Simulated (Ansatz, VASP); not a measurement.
# AlRu: VASP beside Ansatz

```
Al Ru
1.0
     2.98261    0.00000    0.00000
     0.00000    2.98261    0.00000
     0.00000    0.00000    2.98261
Al Ru
1 1
Direct
  0.00000 0.00000 0.00000
  0.50000 0.50000 0.50000
```

Alike in both runs: functional r2SCAN; k mesh 14 × 14 × 14; occupations gaussian, width 0.1 eV; no spin polarisation.

Ansatz relaxed the structure, and its values are those at the end. VASP's run is a single point on that final structure, the one shown.

```csv
,VASP,Ansatz
version,VASP 6.6.1,Ansatz 0.2.0
potentials or method,"VASP PAW PBE potentials, release 64 (Al, Ru_pv), cutoff 520 eV","scalar-relativistic, plane waves, PAW"
valence electrons in the cell,17,19
```

|  | VASP | Ansatz | Ansatz less VASP |
| --- | --- | --- | --- |
| gap on the k mesh at the Fermi level (eV) | none | none | - |
| pressure (GPa) | 0.1 | 0.0 | -0.13 |

VASP's potentials were made for PBE, not for r2SCAN. A gap of «none» marks a metal or a gap that the smearing closes. VASP's potentials hold 17 valence electrons a cell and Ansatz's 19, so a difference there can come from the potentials and not from the codes.
